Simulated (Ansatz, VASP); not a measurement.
## Pb4O in VASP and in Ansatz

File INCAR:

```
PREC = Accurate ; ENCUT = 600
EDIFF = 1E-6 ; ISMEAR = 0
SIGMA = 0.1 ; LREAL = F
LASPH = T ; NELM = 100
ALGO = Normal ; ISIF = 3
LWAVE = F ; LCHARG = F
GGA = PE ; IBRION = 2
NSW = 100 ; EDIFFG = -0.01
```

Contents of KPOINTS:

```
regular mesh
0
Gamma
  8 8 6
```

The input POSCAR:

```
Pb4O
1.0
    4.6155751261      0.0000000000      0.0000000000
    0.0000000000      4.6155751261      0.0000000000
    0.0000000000      0.0000000000      6.5289037342
Pb O
4 1
Direct
    0.5000000000      0.0000000000      0.2473874151
    0.0000000000      0.5000000000      0.7526125849
    0.5000000000      0.0000000000      0.7526125849
    0.0000000000      0.5000000000      0.2473874151
    0.0000000000      0.0000000000      0.0000000000
```

Input for Ansatz:

```yaml
crystal:
  lattice:
    - [4.6155751261, 0.0, 0.0]
    - [0.0, 4.6155751261, 0.0]
    - [0.0, 0.0, 6.5289037342]
  atoms:
    - { symbol: Pb, position: [0.5, 0.0, 0.2473874151] }
    - { symbol: Pb, position: [0.0, 0.5, 0.7526125849] }
    - { symbol: Pb, position: [0.5, 0.0, 0.7526125849] }
    - { symbol: Pb, position: [0.0, 0.5, 0.2473874151] }
    - { symbol: O, position: [0.0, 0.0, 0.0] }
basis:
  ecutwfc: 420
kpoints:
  mp_grid: { grid: [8, 8, 6] }
hamiltonian:
  xc: pbe
scf:
  occupations: { method: gaussian, width: 0.1 }
output:
  forces: true
  stress: true
  eigenvalues: true
relax:
  adjacent_minimum: "off"
  f_tol: 0.01
  max_steps: 80
  cell: { stress_tol: 0.05 }
```

Change from the starting cell: ordered vacancies on the anion sites of antifluorite (P4/mmm, No. 123).

Alike in both runs: task relaxation of cell and atoms; functional PBE; k mesh 8 × 8 × 6; occupations gaussian, width 0.1 eV; no spin polarisation.

|  | VASP | Ansatz |
| --- | --- | --- |
| version | VASP 6.6.1 | Ansatz 0.2.0 |
| potentials or method | VASP PAW PBE potentials, release 64 (Pb_d, O), cutoff 600 eV | scalar-relativistic, plane waves, PAW |
| valence electrons in the cell | 62 | 62 |

Ansatz gave:

| Property | Result |
| --- | --- |
| gap on the k mesh at the Fermi level, each at its own relaxed structure (eV) | none |
| relaxed volume (Å³/atom) | 28.09 |
| relaxed cell length with the largest relative difference (Å) | 6.471 |

Problem. What did VASP give for the same quantities?

Solution. gap on the k mesh at the Fermi level, each at its own relaxed structure (eV): none; relaxed volume (Å³/atom): 28.06; relaxed cell length with the largest relative difference (Å): 6.469.

A gap of «none» marks a metal or a gap that the smearing closes.

Neither program's run includes spin-orbit coupling.
